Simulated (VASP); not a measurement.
A run of VASP 6.6.1 is set up as follows.

File INCAR:

```
PREC = Accurate ; ENCUT = 520
EDIFF = 1E-6 ; ISMEAR = 0
SIGMA = 0.15 ; LREAL = False
LASPH = True ; NELM = 100
ALGO = Fast ; ISIF = 2
LWAVE = False ; LCHARG = True
GGA = PE ; LELF = True
LVHAR = True ; NBANDS = 11
```

KPOINTS

```
Automatic mesh
0
Gamma
  16 16 16
```

File POSCAR:

```
Sr
1.0
    0.0000000000      2.7875846061      3.6238599879
    2.7875846061      0.0000000000      3.6238599879
    2.7875846061      2.7875846061      0.0000000000
Sr
1
Direct
    0.0000000000      0.0000000000      0.0000000000
```

Potentials or basis: VASP PAW PBE potentials, release 64 (Sr_sv).

The run is started by

```console
$ cat potpaw_PBE.64/Sr_sv/POTCAR > POTCAR
$ mpirun -np 1 vasp_std > vasp.out
```

(1) What does it give for the band gap on the k mesh?

(2) What does it give for the pressure?

Results:

(1) zero (band 5 reaches 1.60 eV, above the bottom of band 6 at 1.36 eV).

(2) -0.3 GPa.
